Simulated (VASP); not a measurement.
Write the native input for VASP 6.6.1 that does the following.

* Task: relaxation of shape and atoms at fixed volume
* Functional: r2SCAN
* Potentials or basis: VASP PAW PBE potentials, release 64 (Ba_sv, S)
* Cutoff: 600 eV
* k mesh: 6 × 6 × 6
* Occupations: gaussian, width 0.05 eV
* Spin: no spin polarisation
* Dipole correction: no
* Further INCAR settings: ALGO = Normal; EDIFF = 1e-06; IBRION = 2; EDIFFG = -0.01; NSW = 60; ISIF = 4

The system is BaS.

```xyz
2
Lattice="4.4175 0.0000 0.0000 -2.2087 3.8257 0.0000 0.0000 0.0000 4.0272" Properties=species:S:1:pos:R:3 pbc="T T T"
Ba    0.0000    0.0000    0.0000
S     2.2087    1.2752    2.0136
```

This cell differs from its parent crystal: volume scaled by 1.040.

These files were run (other wordings do the same):

POSCAR

```
BaS
1.0
    4.4174972993      0.0000000000      0.0000000000
   -2.2087486497      3.8256648824      0.0000000000
    0.0000000000      0.0000000000      4.0271575041
Ba S
1 1
Direct
    0.0000000000      0.0000000000      0.0000000000
    0.6666666667      0.3333333333      0.5000000000
```

INCAR.step1

```
SYSTEM = BaS
PREC = Accurate ; ENCUT = 600
ISMEAR = 0 ; SIGMA = 0.05
LREAL = .FALSE. ; LASPH = .TRUE.
NELM = 60 ; GGA = PE
ALGO = Normal ; EDIFF = 1E-4
LWAVE = .TRUE. ; LCHARG = .FALSE.
```

INCAR.step2

```
SYSTEM = BaS
PREC = Accurate ; ENCUT = 600
EDIFF = 1E-6 ; ISMEAR = 0
SIGMA = 0.05 ; LREAL = .FALSE.
LASPH = .TRUE. ; NELM = 60
ALGO = Normal ; ISIF = 4
LWAVE = .FALSE. ; LCHARG = .FALSE.
METAGGA = R2SCAN ; LMIXTAU = .TRUE.
IBRION = 2 ; NSW = 60
EDIFFG = -0.01 ; ISTART = 1
```

KPOINTS

```
regular mesh
0
G
  6 6 6
  0 0 0
```

Potentials or basis: VASP PAW PBE potentials, release 64 (Ba_sv, S).

Command:

```console
$ cat potpaw_PBE.64/Ba_sv/POTCAR potpaw_PBE.64/S/POTCAR > POTCAR
$ cp INCAR.step1 INCAR
$ mpirun -np 1 vasp_std > vasp.out
$ cp INCAR.step2 INCAR
$ mpirun -np 1 vasp_std > vasp.out
```

It gave:

| Quantity | Value |
| --- | --- |
| Energy gained by relaxing | 0.0 meV/atom |
| Ionic steps | 2 |
| Pressure after relaxing | -1.0 GPa |
| Band gap on the k mesh | 2.38 eV, direct |

Caveat: the PAW data sets were made with another functional, which shifts forces and pressure a little; spin-orbit coupling is left out, which moves the levels of the heavy elements.

It took 3.9 min on 1 thread of Oxide Virtual Turin-like Processor (shared host), peak memory 0.19 GiB.
